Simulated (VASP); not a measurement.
# Ag (I4/mmm) in VASP: further runs

Runs on Ag. Level: PBEsol. Tasks: single point.

Program: VASP 6.6.1. These are calculated values, not measurements. Logs are shortened: lines on timing, memory, paths and dates and some standing lists are left out, and cuts for length are marked.

## (1) The cell of the first run

Symmetry: I4/mmm, No. 139, tetragonal system. Conventional cell: a = 2.673 Å, b = 2.673 Å, c = 4.086 Å, α = 90.00°, β = 90.00°, γ = 90.00°. Within 3.5 Å of Ag (site symmetry 4/mmm) lie 12 Ag at 2.67 to 2.78 Å.

## (2) Single point, PBEsol (strain -0.0750 x Voigt [1, 1, 0, 0, 0, 0])

Contents of INCAR:

```
ALGO = Normal
EDIFF = 1E-6
ENCUT = 520
GGA = PS
ISIF = 2
ISMEAR = 0
LASPH = T
LCHARG = F
LREAL = F
LWAVE = F
NBANDS = 12
NELM = 80
PREC = Accurate
SIGMA = 0.15
```

Contents of KPOINTS:

```
k-points
0
Gamma
  20 20 20
```

Contents of POSCAR:

```
Ag
1.0
    0.0000000000      1.8898675000      2.0431000000
    1.8898675000      0.0000000000      2.0431000000
    1.8898675000      1.8898675000      0.0000000000
Ag
1
Direct
    0.0000000000      0.0000000000      0.0000000000
```

Potentials or basis: VASP PAW PBE potentials, release 64 (Ag).

Run with:

```sh
$ cat potpaw_PBE.64/Ag/POTCAR > POTCAR
$ mpirun -np 1 vasp_std > vasp.out
```

OUTCAR:

```text
EDIFF = 1E-6
   ENCUT = 520
   GGA = PS
   ISIF = 2
   ISMEAR = 0
   LASPH = T
   LREAL = F
   NELM = 80
   PREC = Accurate

 ion  position               nearest neighbor table
   1  0.000  0.000  0.000-

  LATTYP: Found a body centered tetragonal cell.
 ALAT       =     2.6726762496
 C/A-ratio  =     1.5288795269

  Lattice vectors:

 A1 = (  -1.8898675000,   0.0000000000,   2.0431000000)
 A2 = (   1.8898675000,   0.0000000000,   2.0431000000)
 A3 = (   0.0000000000,   1.8898675000,  -2.0431000000)

Analysis of symmetry for initial positions (statically):
=====================================================================
 Subroutine PRICEL returns:
 Original cell was already a primitive cell.

 Routine SETGRP: Setting up the symmetry group for a
 body centered tetragonal supercell.

 Subroutine GETGRP returns: Found 16 space group operations
 (whereof 16 operations were pure point group operations)
 out of a pool of 16 trial point group operations.

The static configuration has the point symmetry D_4h.

Analysis of symmetry for dynamics (positions and initial velocities):
=====================================================================
 Subroutine PRICEL returns:
 Original cell was already a primitive cell.

 Routine SETGRP: Setting up the symmetry group for a
 body centered tetragonal supercell.

 Subroutine GETGRP returns: Found 16 space group operations
 (whereof 16 operations were pure point group operations)
 out of a pool of 16 trial point group operations.

The dynamic configuration has the point symmetry D_4h.

 Subroutine INISYM returns: Found 16 space group operations
 (whereof 16 operations are pure point group operations),
 and found     1 'primitive' translations

----------------------------------------------------------------------------------------

                                     Primitive cell

  volume of cell :      14.5943

  direct lattice vectors                    reciprocal lattice vectors
     0.000000000  1.889867500  2.043100000    -0.264568812  0.264568812  0.244726151
     1.889867500  0.000000000  2.043100000     0.264568812 -0.264568812  0.244726151
     1.889867500  1.889867500  0.000000000     0.264568812  0.264568812 -0.244726151

  length of vectors
     2.783137937  2.783137937  2.672676250     0.447084111  0.447084111  0.447084111

  position of ions in fractional coordinates (direct lattice)
     0.000000000  0.000000000  0.000000000

  ion indices of the primitive-cell ions
   primitive index   ion index
                 1           1

----------------------------------------------------------------------------------------

 KPOINTS: k-points

Automatic generation of k-mesh.
 Grid dimensions read from file:
 generate k-points for:   20   20   20

 Generating k-lattice:

  Cartesian coordinates                     Fractional coordinates (reciprocal lattice)
    -0.013228441  0.013228441  0.012236308     0.050000000  0.000000000  0.000000000
     0.013228441 -0.013228441  0.012236308     0.000000000  0.050000000  0.000000000
     0.013228441  0.013228441 -0.012236308     0.000000000  0.000000000  0.050000000

  Length of vectors
     0.022354206  0.022354206  0.022354206

  Shift w.r.t. Gamma in fractional coordinates (k-lattice)
     0.000000000  0.000000000  0.000000000

 Subroutine IBZKPT returns following result:
 ===========================================

 Found    641 irreducible k-points:

 Following reciprocal coordinates:
            Coordinates               Weight
  0.000000  0.000000  0.000000      1.000000
  0.050000  0.000000  0.000000      8.000000
  0.100000  0.000000  0.000000      8.000000
  0.150000  0.000000  0.000000      8.000000
  0.200000  0.000000  0.000000      8.000000
  0.250000  0.000000  0.000000      8.000000
[... 16 lines left out ...]
 -0.400000  0.050000  0.000000      8.000000
 -0.350000  0.050000  0.000000      8.000000
 [... further k-points ...]
   k-points           NKPTS =    641   k-points in BZ     NKDIM =    641   number of bands    NBANDS=     12
   number of dos      NEDOS =    301   number of ions     NIONS =      1
   total plane-waves  NPLWV =  11520
   dimension x,y,z NGX =    24 NGY =   24 NGZ =   20
   dimension x,y,z NGXF=    48 NGYF=   48 NGZF=   40
   ions per type =               1
   NGX,Y,Z   is equivalent  to a cutoff of  14.34, 14.34, 12.44 a.u.
   NGXF,Y,Z  is equivalent  to a cutoff of  28.67, 28.67, 24.88 a.u.
 SYSTEM =  unknown system
   PREC   = accura    normal or accurate (medium, high low for compatibility)
   ISTART =      0    job   : 0-new  1-cont  2-samecut
   ICHARG =      2    charge: 1-file 2-atom 10-const
   ISPIN  =      1    spin polarized calculation?
   LNONCOLLINEAR =      F non collinear calculations
   LSORBIT =      F    spin-orbit coupling
   LASPH  =      T    aspherical Exc in radial PAW
   ENCUT  =  520.0 eV  38.22 Ry    6.18 a.u.   5.17  5.17  4.97*2*pi/ulx,y,z
   NELM   =     80;   NELMIN=  2; NELMDL= -5     # of ELM steps
   EDIFF  = 0.1E-05   stopping-criterion for ELM
   LREAL  =      F    real-space projection
   EDIFFG = 0.1E-04   stopping-criterion for IOM
   NSW    =      0    number of steps for IOM
   IBRION =     -1    ionic relax: 0-MD 1-quasi-New 2-CG
   NFREE  =      0    steps in history (QN), initial steepest desc. (CG)
   ISIF   =      2    stress and relaxation
   ISYM   =      2    0-nonsym 1-usesym 2-fastsym
   POTIM  = 0.5000    time-step for ionic-motion
   TEBEG  =    0.0;   TEEND  =   0.0 temperature during run
   PSTRESS=    0.0 pullay stress
   NELECT =      11.0000    total number of electrons
   NUPDOWN=      -1.0000    fix difference up-down
   EMIN   =  10.00;   EMAX   =-10.00  energy-range for DOS
   EFERMI =   0.00;   METHOD = LEGACY
   ISMEAR =     0;   SIGMA  =   0.15  broadening in eV -4-tet -1-fermi 0-gaus
   EFERMI_NEDOS =   21; number of points for ismear=-14 and -15
   IALGO  =     38    algorithm
   IMIX   =      4    mixing-type and parameters
     AMIX     =   0.40;   BMIX     =  1.00
     AMIX_MAG =   1.60;   BMIX_MAG =  1.00
  volume/ion in A,a.u.               =      14.59        98.49
  Fermi-wavevector in a.u.,A,eV,Ry     =   1.489858  2.815424 30.200547  2.219678
  Thomas-Fermi vector in A             =   2.602714
   LORBIT       =      0    0 simple, 1 ext, 2 COOP (PROOUT), +10 PAW based schemes
   GGA     = PS    functional components
   LHFCALC =     F    Hartree Fock is set to
   AEXX    =    0.0000 exact exchange contribution
   IVDW    =     0    specifies the selected vdW correction
   LEPSILON=     F    determine dielectric tensor
   LRPA    =     F    only Hartree local field effects (RPA)
 non-spin polarized calculation
 Gauss-broadening in eV      SIGMA  =   0.15
  energy-cutoff  :      520.00
  volume of cell :       14.59
 maximum number of plane-waves:       402
 NGX is ok and might be reduce to    24
   NGX = 11   NGY = 11   NGZ =  9

 number of electron      11.0000002 magnetization

 Free energy of the ion-electron system (eV)
  ---------------------------------------------------
  ext. energy  EPLUGINS =         0.00000000
  ---------------------------------------------------
  free energy    TOTEN  =        -3.17337684 eV

  energy without entropy =       -3.17068632  energy(sigma->0) =       -3.17203158

 E-fermi :  10.6511     XC(G=0): -13.3645

 val. band max:       10.6303667678   @ k =  -0.3500   0.1500   0.1000
 cond. band min:      10.6699632131   @ k =  -0.3000   0.2000   0.1000
 fundamental gap:      0.0395964453
 Fermi energy:        10.6510992707

 k-point     1 :       0.0000    0.0000    0.0000
  band No.  band energies     occupation
      1       1.5375      2.00000
      2       4.7571      2.00000
      3       5.4201      2.00000
      4       5.4201      2.00000
      5       6.1794      2.00000
      6       6.8840      2.00000
      7      26.9215      0.00000
      8      30.2861      0.00000
      9      31.8607      0.00000
     10      31.8607      0.00000
     11      36.5797      0.00000
     12      38.5763      0.00000

 k-point     2 :       0.0500    0.0000    0.0000
  band No.  band energies     occupation
      1       1.6271      2.00000
      2       4.7751      2.00000
      3       5.4036      2.00000
      4       5.4474      2.00000
      5       6.1756      2.00000
      6       6.8645      2.00000
      7      26.9841      0.00000
      8      30.1156      0.00000
      9      31.4008      0.00000
     10      31.9362      0.00000
     11      36.9706      0.00000
     12      38.1744      0.00000

 k-point     3 :       0.1000    0.0000    0.0000
  band No.  band energies     occupation
      1       1.8877      2.00000
      2       4.8181      2.00000
      3       5.3636      2.00000
      4       5.5229      2.00000
      5       6.1779      2.00000
      6       6.8133      2.00000
      7      27.0742      0.00000
      8      29.1360      0.00000
      9      31.1709      0.00000
     10      32.1449      0.00000
     11      36.1735      0.00000
     12      38.2103      0.00000

 k-point     4 :       0.1500    0.0000    0.0000
  band No.  band energies     occupation
      1       2.2880      2.00000
      2       4.8703      2.00000
      3       5.3190      2.00000
      4       5.6248      2.00000
      5       6.2262      2.00000
      6       6.7553      2.00000
      7      26.5597      0.00000
      8      28.1406      0.00000
      9      31.4090      0.00000
     10      32.4291      0.00000
     11      35.0447      0.00000
     12      37.3341      0.00000

 k-point     5 :       0.2000    0.0000    0.0000
  band No.  band energies     occupation
      1       2.7482      2.00000
      2       4.9742      2.00000
      3       5.2736      2.00000
      4       5.7108      2.00000
      5       6.3652      2.00000
      6       6.7348      2.00000
      7      24.9254      0.00000
      8      27.9009      0.00000
      9      31.7356      0.00000
     10      32.6783      0.00000
     11      34.3360      0.00000
     12      36.2207      0.00000

 k-point     6 :       0.2500    0.0000    0.0000
  band No.  band energies     occupation
      1       3.1104      2.00000
      2       5.1400      2.00000
      3       5.3709      2.00000
      4       5.7324      2.00000
      5       6.6025      2.00000
      6       6.7995      2.00000
      7      22.9783      0.00000
      8      27.5914      0.00000
      9      31.8920      0.00000
     10      32.7247      0.00000
     11      34.0503      0.00000
     12      35.6192      0.00000

 k-point     7 :       0.3000    0.0000    0.0000
  band No.  band energies     occupation
      1       3.2529      2.00000
      2       5.0765      2.00000
      3       5.6833      2.00000
      4       6.0467      2.00000
      5       6.9020      2.00000
      6       6.9500      2.00000
      7      20.9774      0.00000
      8      27.1003      0.00000
      9      31.5481      0.00000
     10      32.4475      0.00000
     11      33.9886      0.00000
     12      36.0223      0.00000

 k-point     8 :       0.3500    0.0000    0.0000
  band No.  band energies     occupation
      1       3.2409      2.00000
      2       4.9903      2.00000
      3       5.6007      2.00000
      4       7.0341      2.00000
      5       7.1379      2.00000
      6       7.2187      2.00000
      7      19.0234      0.00000
      8      26.5768      0.00000
      9      30.8292      0.00000
     10      31.9495      0.00000
     11      34.1866      0.00000
     12      36.4090      0.00000
[... 166 lines left out ...]
 k-point    20 :       0.4500    0.0500    0.0000
  band No.  band energies     occupation
      1       3.1943      2.00000
      2       4.8393      2.00000
      3       5.5338      2.00000
      4       7.2567      2.00000
      5       7.4536      2.00000
      6       9.1696      2.00000
      7      16.3184      0.00000
      8      25.8508      0.00000
      9      29.6408      0.00000
     10      30.5866      0.00000
     11      34.9323      0.00000
     12      36.8474      0.00000

 k-point    21 :       0.5000    0.0500    0.0000
  band No.  band energies     occupation
      1       3.1614      2.00000
      2       4.8210      2.00000
      3       5.4909      2.00000
      4       7.4371      2.00000
      5       7.4804      2.00000
      6       9.9449      2.00000
      7      15.2870      0.00000
      8      25.6329      0.00000
      9      29.2475      0.00000
     10      30.6833      0.00000
     11      35.0802      0.00000
     12      36.8452      0.00000

 k-point    22 :      -0.4500    0.0500    0.0000
  band No.  band energies     occupation
      1       3.1676      2.00000
      2       4.8387      2.00000
      3       5.4856      2.00000
      4       7.4218      2.00000
      5       7.4355      2.00000
      6       9.8780      2.00000
      7      15.4160      0.00000
      8      25.6053      0.00000
      9      29.1488      0.00000
     10      31.0260      0.00000
     11      35.0842      0.00000
     12      36.7806      0.00000

 k-point    23 :      -0.4000    0.0500    0.0000
  band No.  band energies     occupation
      1       3.2126      2.00000
      2       4.8879      2.00000
      3       5.5194      2.00000
      4       7.2379      2.00000
      5       7.2842      2.00000
      6       9.0687      2.00000
      7      16.6155      0.00000
      8      25.7687      0.00000
      9      29.3408      0.00000
     10      31.6232      0.00000
     11      34.9586      0.00000
     12      36.6328      0.00000

 k-point    24 :      -0.3500    0.0500    0.0000
  band No.  band energies     occupation
      1       3.2809      2.00000
      2       4.9597      2.00000
      3       5.5870      2.00000
      4       6.8013      2.00000
      5       7.0892      2.00000
      6       8.1512      2.00000
      7      18.3182      0.00000
      8      26.1012      0.00000
      9      29.7752      0.00000
     10      32.4448      0.00000
     11      34.7197      0.00000
     12      36.3952      0.00000

 [... further k-points ...]
[... 5 lines left out ...]
  --------------------------------------------------------------------------------------
  -------------------------------------------------------------------------------------
  Total        2.2784490      2.2784490      1.6666713      0.0000000     -0.0000000      0.0000000
  in kB      250.1310220    250.1310220    182.9692878      0.0000000     -0.0000000      0.0000000
  external PRESSURE =     227.7437773 kB  Pullay stress =       0.0000000 kB

 VOLUME and BASIS-vectors are now :
 -----------------------------------------------------------------------------
  energy-cutoff  :      520.00
  volume of cell :       14.59
      direct lattice vectors                 reciprocal lattice vectors
     0.000000000  1.889867500  2.043100000    -0.264568812  0.264568812  0.244726151
     1.889867500  0.000000000  2.043100000     0.264568812 -0.264568812  0.244726151
     1.889867500  1.889867500  0.000000000     0.264568812  0.264568812 -0.244726151

 POSITION                                       TOTAL-FORCE (eV/Angst)
 -----------------------------------------------------------------------------------
      0.00000      0.00000      0.00000         0.000000      0.000000      0.000000
 -----------------------------------------------------------------------------------
    total drift:                                0.000000      0.000000     -0.000000

  FREE ENERGIE OF THE ION-ELECTRON SYSTEM (eV)
  ---------------------------------------------------
  free  energy   TOTEN  =        -3.1733768428 eV

  energy  without entropy=       -3.1706863157  energy(sigma->0) =       -3.17203158
```

Wall time 30 s (1 thread of Intel Xeon Platinum 8559C (Emerald Rapids), shared host); peak memory 0.22 GiB.

What came out:

```yaml
Free_energy: -3.1734 eV
Pressure: 22.8 GPa
```

Stress tensor (GPa, compression positive):
```
25.01  0.00  0.00
 0.00 25.01  0.00
 0.00  0.00 18.30
```

Levels at points of the mesh, in eV from the Fermi level:
```tsv
k point	band 3	band 4	band 5	band 6	band 7	band 8	band 9	band 10
(0.00, 0.00, 0.00)	-5.23	-5.23	-4.47	-3.77	16.27	19.64	21.21	21.21
(0.50, 0.00, 0.00)	-5.21	-3.18	-2.93	-0.95	4.52	15.11	18.86	20.32
(0.50, 0.50, 0.00)	-3.04	-2.82	-2.82	0.38	6.61	12.37	12.37	20.07
(0.50, 0.00, 0.50)	-3.13	-3.03	-2.50	1.86	8.70	10.76	11.04	18.67
```

Caveat: the cell differs from its parent crystal (strain -0.0750 x Voigt [1, 1, 0, 0, 0, 0]); the PAW data sets were made with another functional, which shifts forces and pressure a little.

## (3) Single point, PBEsol (strain -0.0375 x Voigt [1, 1, 0, 0, 0, 0])

Contents of INCAR:

```
SYSTEM = Ag
PREC = Accurate ; ENCUT = 520
EDIFF = 1E-6 ; ISMEAR = 0
SIGMA = 0.15 ; LREAL = .FALSE.
LASPH = .TRUE. ; NELM = 100
ALGO = Normal ; ISIF = 2
LWAVE = .FALSE. ; LCHARG = .FALSE.
GGA = PS ; NBANDS = 12
```

Contents of KPOINTS:

```
regular mesh
0
G
  20 20 20
  0 0 0
```

Contents of POSCAR:

```
Ag
1.0
    0.0000000000      1.9664837500      2.0431000000
    1.9664837500      0.0000000000      2.0431000000
    1.9664837500      1.9664837500      0.0000000000
Ag
1
Direct
    0.0000000000      0.0000000000      0.0000000000
```

Potentials or basis: VASP PAW PBE potentials, release 64 (Ag).

Run with:

```sh
$ cat potpaw_PBE.64/Ag/POTCAR > POTCAR
$ mpirun -np 1 vasp_std > vasp.out
```

Wall time 35 s (1 thread of Intel Xeon Platinum 8559C (Emerald Rapids), shared host); peak memory 0.24 GiB.

Results (log left out):

- Free energy: -3.2923 eV
- Pressure: 7.1 GPa

Stress tensor (GPa, compression positive):
```
7.79 0.00 0.00
0.00 7.79 0.00
0.00 0.00 5.62
```

Levels at points of the mesh, in eV from the Fermi level:
| k point | band 4 | band 5 | band 6 | band 7 | band 8 | band 9 |
| --- | --- | --- | --- | --- | --- | --- |
| (0.00, 0.00, 0.00) | -4.97 | -4.02 | -3.73 | 16.15 | 19.73 | 20.37 |
| (0.50, 0.00, 0.00) | -3.02 | -2.90 | -0.67 | 4.03 | 15.28 | 18.26 |
| (0.50, 0.50, 0.00) | -2.74 | -2.74 | 1.01 | 6.68 | 11.47 | 11.47 |
| (0.50, 0.00, 0.50) | -2.82 | -2.61 | 1.70 | 7.67 | 10.72 | 10.81 |

Caveat: the cell differs from its parent crystal (strain -0.0375 x Voigt [1, 1, 0, 0, 0, 0]); the PAW data sets were made with another functional, which shifts forces and pressure a little.

(Part 1 of 2 ends here.)
